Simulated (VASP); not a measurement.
# Pt (P6_3/mmc) in VASP: a series of runs

The runs below take Pt through single point, with PBEsol.

Program: VASP 6.6.1. These are calculated values, not measurements. Logs are shortened: lines on timing, memory, paths and dates and some standing lists are left out, and cuts for length are marked.

## Step 1: The cell of the first run

It takes space group P6_3/mmc (No. 194, hexagonal). The conventional cell has a = 2.681 Å, b = 2.681 Å, c = 4.862 Å, α = 90.00°, β = 90.00°, γ = 120.00°. Within 3.5 Å of Pt (site symmetry -6m2) lie 12 Pt at 2.68 to 2.88 Å.

This isn't the form of Pt at room conditions, which is fcc.

## Step 2: Single point, PBEsol

INCAR reads:

```
SYSTEM = Pt
ALGO     = Fast           ! electronic algorithm
EDIFF    = 1E-6           ! SCF threshold, eV
ENCUT    = 520            ! plane-wave cutoff, eV
GGA      = PS             ! functional
ISIF     = 2              ! what is computed and relaxed
ISMEAR   = 0              ! smearing method
LASPH    = .TRUE.         ! aspherical terms in the spheres
LCHARG   = .TRUE.         ! write CHGCAR
LELF     = .TRUE.         ! ELF
LREAL    = .FALSE.        ! projectors in reciprocal space
LVHAR    = .TRUE.       
LWAVE    = .FALSE.        ! write WAVECAR
NBANDS   = 17             ! bands
NELM     = 100            ! most SCF steps
PREC     = Accurate       ! precision mode
SIGMA    = 0.15           ! smearing width, eV
```

KPOINTS reads:

```
k-points
0
G
  30 30 14
  0 0 0
```

POSCAR reads:

```
Pt
1.0
    2.6812075835      0.0000000000      0.0000000000
   -1.3406037917      2.3219938801      0.0000000000
    0.0000000000      0.0000000000      4.8624199440
Pt
2
Direct
    0.6666666667      0.3333333333      0.7500000000
    0.3333333333      0.6666666667      0.2500000000
```

Potentials or basis: VASP PAW PBE potentials, release 64 (Pt).

Started as:

```sh
$ cat potpaw_PBE.64/Pt/POTCAR > POTCAR
$ mpirun -np 1 vasp_std > vasp.out
```

OUTCAR:

```text
SYSTEM = Pt
   EDIFF = 1E-6
   ENCUT = 520
   GGA = PS
   ISIF = 2
   ISMEAR = 0
   LASPH = .TRUE.
   LREAL = .FALSE.
   NELM = 100
   PREC = Accurate

 ion  position               nearest neighbor table
   1  0.667  0.333  0.750-   2 2.88   2 2.88   2 2.88   2 2.88   2 2.88   2 2.88
   2  0.333  0.667  0.250-   1 2.88   1 2.88   1 2.88   1 2.88   1 2.88   1 2.88

  LATTYP: Found a hexagonal cell.
 ALAT       =     2.6812075835
 C/A-ratio  =     1.8135186451

  Lattice vectors:

 A1 = (   2.6812075835,   0.0000000000,   0.0000000000)
 A2 = (  -1.3406037917,   2.3219938801,   0.0000000000)
 A3 = (   0.0000000000,   0.0000000000,   4.8624199440)

Analysis of symmetry for initial positions (statically):
=====================================================================
 Subroutine PRICEL returns:
 Original cell was already a primitive cell.

 Routine SETGRP: Setting up the symmetry group for a
 hexagonal supercell.

 Subroutine GETGRP returns: Found 24 space group operations
 (whereof 12 operations were pure point group operations)
 out of a pool of 24 trial point group operations.

The static configuration has the point symmetry D_3d.
 The point group associated with its full space group is D_6h.

Analysis of symmetry for dynamics (positions and initial velocities):
=====================================================================
 Subroutine PRICEL returns:
 Original cell was already a primitive cell.

 Routine SETGRP: Setting up the symmetry group for a
 hexagonal supercell.

 Subroutine GETGRP returns: Found 24 space group operations
 (whereof 12 operations were pure point group operations)
 out of a pool of 24 trial point group operations.

The dynamic configuration has the point symmetry D_3d.
 The point group associated with its full space group is D_6h.

 Subroutine INISYM returns: Found 24 space group operations
 (whereof 12 operations are pure point group operations),
 and found     1 'primitive' translations

----------------------------------------------------------------------------------------

                                     Primitive cell

  volume of cell :      30.2722

  direct lattice vectors                    reciprocal lattice vectors
     2.681207583  0.000000000  0.000000000     0.372966273  0.215332178  0.000000000
    -1.340603792  2.321993880  0.000000000     0.000000000  0.430664356  0.000000000
     0.000000000  0.000000000  4.862419944     0.000000000  0.000000000  0.205658913

  length of vectors
     2.681207583  2.681207583  4.862419944     0.430664356  0.430664356  0.205658913

  position of ions in fractional coordinates (direct lattice)
     0.666666667  0.333333333  0.750000000
     0.333333333  0.666666667  0.250000000

  ion indices of the primitive-cell ions
   primitive index   ion index
                 1           1
                 2           2

----------------------------------------------------------------------------------------

 KPOINTS: k-points

Automatic generation of k-mesh.
 Grid dimensions read from file:
 generate k-points for:   30   30   14

 Generating k-lattice:

  Cartesian coordinates                     Fractional coordinates (reciprocal lattice)
     0.012432209  0.007177739  0.000000000     0.033333333 -0.000000000  0.000000000
     0.000000000  0.014355479  0.000000000     0.000000000  0.033333333  0.000000000
     0.000000000  0.000000000  0.014689922     0.000000000  0.000000000  0.071428571

  Length of vectors
     0.014355479  0.014355479  0.014689922

  Shift w.r.t. Gamma in fractional coordinates (k-lattice)
     0.000000000  0.000000000  0.000000000

 Subroutine IBZKPT returns following result:
 ===========================================

 Found    728 irreducible k-points:

 Following reciprocal coordinates:
            Coordinates               Weight
  0.000000  0.000000  0.000000      1.000000
  0.033333  0.000000  0.000000      6.000000
  0.066667  0.000000  0.000000      6.000000
  0.100000 -0.000000  0.000000      6.000000
  0.133333  0.000000  0.000000      6.000000
  0.166667  0.000000  0.000000      6.000000
[... 16 lines left out ...]
  0.233333  0.033333  0.000000     12.000000
  0.266667  0.033333  0.000000     12.000000
 [... further k-points ...]
   k-points           NKPTS =    728   k-points in BZ     NKDIM =    728   number of bands    NBANDS=     17
   number of dos      NEDOS =    301   number of ions     NIONS =      2
   total plane-waves  NPLWV =  14400
   dimension x,y,z NGX =    20 NGY =   20 NGZ =   36
   dimension x,y,z NGXF=    40 NGYF=   40 NGZF=   72
   ions per type =               2
   NGX,Y,Z   is equivalent  to a cutoff of  12.40, 12.40, 12.31 a.u.
   NGXF,Y,Z  is equivalent  to a cutoff of  24.80, 24.80, 24.62 a.u.
 SYSTEM =  Pt
   PREC   = accura    normal or accurate (medium, high low for compatibility)
   ISTART =      0    job   : 0-new  1-cont  2-samecut
   ICHARG =      2    charge: 1-file 2-atom 10-const
   ISPIN  =      1    spin polarized calculation?
   LNONCOLLINEAR =      F non collinear calculations
   LSORBIT =      F    spin-orbit coupling
   LASPH  =      T    aspherical Exc in radial PAW
   ENCUT  =  520.0 eV  38.22 Ry    6.18 a.u.   4.99  4.99  9.04*2*pi/ulx,y,z
   NELM   =    100;   NELMIN=  2; NELMDL= -5     # of ELM steps
   EDIFF  = 0.1E-05   stopping-criterion for ELM
   LREAL  =      F    real-space projection
   EDIFFG = 0.1E-04   stopping-criterion for IOM
   NSW    =      0    number of steps for IOM
   IBRION =     -1    ionic relax: 0-MD 1-quasi-New 2-CG
   NFREE  =      0    steps in history (QN), initial steepest desc. (CG)
   ISIF   =      2    stress and relaxation
   ISYM   =      2    0-nonsym 1-usesym 2-fastsym
   POTIM  = 0.5000    time-step for ionic-motion
   TEBEG  =    0.0;   TEEND  =   0.0 temperature during run
   PSTRESS=    0.0 pullay stress
   NELECT =      20.0000    total number of electrons
   NUPDOWN=      -1.0000    fix difference up-down
   EMIN   =  10.00;   EMAX   =-10.00  energy-range for DOS
   EFERMI =   0.00;   METHOD = LEGACY
   ISMEAR =     0;   SIGMA  =   0.15  broadening in eV -4-tet -1-fermi 0-gaus
   EFERMI_NEDOS =   21; number of points for ismear=-14 and -15
   IALGO  =     68    algorithm
   IMIX   =      4    mixing-type and parameters
     AMIX     =   0.40;   BMIX     =  1.00
     AMIX_MAG =   1.60;   BMIX_MAG =  1.00
  volume/ion in A,a.u.               =      15.14       102.14
  Fermi-wavevector in a.u.,A,eV,Ry     =   1.425838  2.694443 27.660833  2.033014
  Thomas-Fermi vector in A             =   2.546179
   LORBIT       =      0    0 simple, 1 ext, 2 COOP (PROOUT), +10 PAW based schemes
   GGA     = PS    functional components
   LHFCALC =     F    Hartree Fock is set to
   AEXX    =    0.0000 exact exchange contribution
   IVDW    =     0    specifies the selected vdW correction
   LEPSILON=     F    determine dielectric tensor
   LRPA    =     F    only Hartree local field effects (RPA)
 non-spin polarized calculation
 RMM-DIIS sequential band-by-band and
 Gauss-broadening in eV      SIGMA  =   0.15
  energy-cutoff  :      520.00
  volume of cell :       30.27
 maximum number of plane-waves:       840
 NGX is ok and might be reduce to    20

 number of electron      19.9999999 magnetization

 Free energy of the ion-electron system (eV)
  ---------------------------------------------------
  ext. energy  EPLUGINS =         0.00000000
  ---------------------------------------------------
  free energy    TOTEN  =       -13.77657974 eV

  energy without entropy =      -13.74073136  energy(sigma->0) =      -13.75865555

 E-fermi :  10.9756     XC(G=0): -13.5935

 val. band max:       10.9752227925   @ k =   0.2333   0.1333   0.0714
 cond. band min:      10.9763753667   @ k =   0.3333   0.2333   0.2143
 fundamental gap:      0.0011525742
 Fermi energy:        10.9755876168

 k-point     1 :       0.0000    0.0000    0.0000
  band No.  band energies     occupation
      1       0.7582      2.00000
      2       3.2777      2.00000
      3       6.4426      2.00000
      4       7.2803      2.00000
      5       7.2803      2.00000
      6       7.6051      2.00000
[... 9 lines left out ...]
     16      28.1874      0.00000
     17      33.1827      0.00000

 k-point     2 :       0.0333    0.0000    0.0000
  band No.  band energies     occupation
      1       0.8026      2.00000
      2       3.3210      2.00000
      3       6.4541      2.00000
      4       7.2615      2.00000
      5       7.3152      2.00000
      6       7.5800      2.00000
[... 9 lines left out ...]
     16      28.2609      0.00000
     17      33.0718      0.00000

 k-point     3 :       0.0667    0.0000    0.0000
  band No.  band energies     occupation
      1       0.9345      2.00000
      2       3.4480      2.00000
      3       6.4816      2.00000
      4       7.2143      2.00000
      5       7.4193      2.00000
      6       7.5101      2.00000
[... 9 lines left out ...]
     16      28.4661      0.00000
     17      32.2360      0.00000

 k-point     4 :       0.1000   -0.0000    0.0000
  band No.  band energies     occupation
      1       1.1500      2.00000
      2       3.6510      2.00000
      3       6.5015      2.00000
      4       7.1617      2.00000
      5       7.4181      2.00000
      6       7.5909      2.00000
[... 9 lines left out ...]
     16      28.7373      0.00000
     17      31.2631      0.00000
[... 343 lines left out ...]
      1       2.4523      2.00000
      2       4.6046      2.00000
      3       6.4109      2.00000
      4       6.6793      2.00000
      5       6.7469      2.00000
      6       7.8446      2.00000
[... 9 lines left out ...]
     16      28.2407      0.00000
     17      29.3272      0.00000

 k-point    23 :       0.2333    0.0333    0.0000
  band No.  band energies     occupation
      1       2.8864      2.00000
      2       4.7024      2.00000
      3       6.2977      2.00000
      4       6.5640      2.00000
      5       6.6516      2.00000
      6       8.1109      2.00000
[... 9 lines left out ...]
     16      27.5079      0.00000
     17      29.5254      0.00000

 k-point    24 :       0.2667    0.0333    0.0000
  band No.  band energies     occupation
      1       3.2928      2.00000
      2       4.6702      2.00000
      3       5.9587      2.00000
      4       6.5780      2.00000
      5       6.9024      2.00000
      6       7.9055      2.00000
[... 9 lines left out ...]
     16      26.7255      0.00000
     17      29.3771      0.00000

 [... further k-points ...]

------------------------ aborting loop because EDIFF is reached ----------------------------------------

  FORCE on cell =-STRESS in cart. coord.  units (eV):
  Direction    XX          YY          ZZ          XY          YZ          ZX
  --------------------------------------------------------------------------------------
  -------------------------------------------------------------------------------------
  Total        1.1999798      1.1999798     -1.3563563      0.0000000      0.0000000      0.0000000
  in kB       63.5097681     63.5097681    -71.7861084      0.0000000      0.0000000      0.0000000
  external PRESSURE =      18.4111426 kB  Pullay stress =       0.0000000 kB

 VOLUME and BASIS-vectors are now :
 -----------------------------------------------------------------------------
  energy-cutoff  :      520.00
  volume of cell :       30.27
      direct lattice vectors                 reciprocal lattice vectors
     2.681207583  0.000000000  0.000000000     0.372966273  0.215332178  0.000000000
    -1.340603792  2.321993880  0.000000000     0.000000000  0.430664356  0.000000000
     0.000000000  0.000000000  4.862419944     0.000000000  0.000000000  0.205658913

 POSITION                                       TOTAL-FORCE (eV/Angst)
 -----------------------------------------------------------------------------------
      1.34060      0.77400      3.64681        -0.000000      0.000000      0.000000
     -0.00000      1.54800      1.21560         0.000000     -0.000000      0.000000
 -----------------------------------------------------------------------------------
    total drift:                                0.000000     -0.000000      0.000000

  FREE ENERGIE OF THE ION-ELECTRON SYSTEM (eV)
  ---------------------------------------------------
  free  energy   TOTEN  =       -13.7765797356 eV

  energy  without entropy=      -13.7407313639  energy(sigma->0) =      -13.75865555
```

Wall time 4.4 min (1 thread of Intel Xeon 8259CL, shared host); peak memory 0.4 GiB.

Results:

```
Free energy            : -13.7766 eV
Pressure               : 1.8 GPa
Band gap on the k mesh : zero (bands 10 and 11 overlap by 1.52 eV)
```

Stress tensor (GPa, compression positive):
```
 6.35  0.00  0.00
 0.00  6.35  0.00
 0.00  0.00 -7.18
```

Caveat: the PAW data sets were made with another functional, which shifts forces and pressure a little; spin-orbit coupling is left out, which moves the levels of the heavy elements.

## Step 3: Single point, PBEsol

This run uses another cell than the first one, of the same volume but with other edges.

Changes to INCAR since step 2:

```diff
@@ -8,9 +8,7 @@
 LASPH    = .TRUE.         ! aspherical terms in the spheres
-LCHARG   = .TRUE.         ! write CHGCAR
-LELF     = .TRUE.         ! ELF
+LCHARG   = .FALSE.        ! write CHGCAR
 LREAL    = .FALSE.        ! projectors in reciprocal space
-LVHAR    = .TRUE.       
 LWAVE    = .FALSE.        ! write WAVECAR
 NBANDS   = 17             ! bands
-NELM     = 100            ! most SCF steps
+NELM     = 60             ! most SCF steps
 PREC     = Accurate       ! precision mode
```

KPOINTS is that of step 2.

POSCAR reads:

```
Pt
1.0
    2.9355999825      0.0000000000      0.0000000000
   -1.4677999912      2.5423041602      0.0000000000
    0.0000000000      0.0000000000      4.0562021355
Pt
2
Direct
    0.6666666667      0.3333333333      0.7500000000
    0.3333333333      0.6666666667      0.2500000000
```

Potentials or basis: VASP PAW PBE potentials, release 64 (Pt).

Started as:

```sh
$ cat potpaw_PBE.64/Pt/POTCAR > POTCAR
$ mpirun -np 1 vasp_std > vasp.out
```

OUTCAR:

```text
SYSTEM = Pt
   EDIFF = 1E-6
   ENCUT = 520
   GGA = PS
   ISIF = 2
   ISMEAR = 0
   LASPH = .TRUE.
   LREAL = .FALSE.
   NELM = 60
   PREC = Accurate

 ion  position               nearest neighbor table
   1  0.667  0.333  0.750-   2 2.64   2 2.64   2 2.64   2 2.64   2 2.64   2 2.64
   2  0.333  0.667  0.250-   1 2.64   1 2.64   1 2.64   1 2.64   1 2.64   1 2.64

  LATTYP: Found a hexagonal cell.
 ALAT       =     2.9355999825
 C/A-ratio  =     1.3817284915

  Lattice vectors:
[... 671 lines left out ...]

------------------------ aborting loop because EDIFF is reached ----------------------------------------

  FORCE on cell =-STRESS in cart. coord.  units (eV):
  Direction    XX          YY          ZZ          XY          YZ          ZX
  --------------------------------------------------------------------------------------
  -------------------------------------------------------------------------------------
  Total        0.4268748      0.4268748      3.2308655      0.0000000      0.0000000     -0.0000000
  in kB       22.5926475     22.5926475    170.9958153      0.0000000      0.0000000     -0.0000000
  external PRESSURE =      72.0603701 kB  Pullay stress =       0.0000000 kB

 VOLUME and BASIS-vectors are now :
 -----------------------------------------------------------------------------
  energy-cutoff  :      520.00
  volume of cell :       30.27
      direct lattice vectors                 reciprocal lattice vectors
     2.935599982  0.000000000  0.000000000     0.340645867  0.196671983  0.000000000
    -1.467799991  2.542304160  0.000000000     0.000000000  0.393343966  0.000000000
     0.000000000  0.000000000  4.056202136     0.000000000  0.000000000  0.246536037

 POSITION                                       TOTAL-FORCE (eV/Angst)
 -----------------------------------------------------------------------------------
      1.46780      0.84743      3.04215         0.000000     -0.000000      0.000000
     -0.00000      1.69487      1.01405        -0.000000      0.000000      0.000000
 -----------------------------------------------------------------------------------
    total drift:                               -0.000000      0.000000     -0.000000

  FREE ENERGIE OF THE ION-ELECTRON SYSTEM (eV)
  ---------------------------------------------------
  free  energy   TOTEN  =       -13.5224048982 eV

  energy  without entropy=      -13.4910234341  energy(sigma->0) =      -13.50671417
```

stdout:

```text
POSCAR found type information on POSCAR Pt
 POSCAR found :  1 types and       2 ions
 scaLAPACK will be used
 -----------------------------------------------------------------------------
|                                                                             |
|                                                                             |
|     You enforced a specific xc type in the INCAR file but a different       |
|     I HOPE YOU KNOW WHAT YOU ARE DOING!                                     |
|                                                                             |
 -----------------------------------------------------------------------------

 LDA part: xc-table for (Slater+PW92), standard interpolation
 POSCAR, INCAR and KPOINTS ok, starting setup
 FFT: planning ... GRIDC
 FFT: planning ... GRID_SOFT
 FFT: planning ... GRID
 WAVECAR not read
 entering main loop
```

Run time: 4.8 min. Hardware: 1 thread of Intel Xeon 8259CL, shared host; peak memory 0.41 GiB.

What came out:

| Property | Result |
| --- | --- |
| Free energy | -13.5224 eV |
| Pressure | 7.2 GPa |
| Band gap on the k mesh | zero (bands 10 and 11 overlap by 1.51 eV) |

Stress tensor (GPa, compression positive):
```
 2.26  0.00  0.00
 0.00  2.26  0.00
 0.00  0.00 17.10
```

Caveat: the cell stands under pressure; the PAW data sets were made with another functional, which shifts forces and pressure a little; spin-orbit coupling is left out, which moves the levels of the heavy elements.

(Part 1 of 2 ends here.)
